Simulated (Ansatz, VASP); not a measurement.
LiH: VASP beside Ansatz

```
Li H
1.0
     0.00000    2.19510    2.03250
     2.19510    0.00000    2.03250
     2.19510    2.19510    0.00000
Li H
1 1
Direct
  0.00000 0.00000 0.00000
  0.50000 0.50000 0.50000
```

Change from the starting cell: strain +0.080 along x and y, +0.000 along z, atoms carried along.

Alike in both runs: task single point; functional LDA; k mesh 10 × 10 × 10; occupations gaussian, width 0.05 eV; no spin polarisation.

|  | VASP | Ansatz |
| --- | --- | --- |
| version | VASP 6.6.1 | Ansatz 0.2.0 |
| potentials or method | VASP PAW LDA potentials, release 64 (Li_sv, H), cutoff 520 eV | scalar-relativistic, plane waves, PAW |
| valence electrons in the cell | 4 | 4 |

Ansatz gave:

```
gap on the k mesh at the Fermi level (eV) : 2.13
least direct gap on the mesh (eV)         : 2.66
```

Question: Estimate VASP's values.

Answer: gap on the k mesh at the Fermi level (eV): 2.12; least direct gap on the mesh (eV): 2.65.

LDA's correlation is that of Perdew and Zunger in VASP and of Perdew and Wang (1992) in Ansatz.

Noted on VASP's run: the cutoff is short for stress, so the pressure is rough.
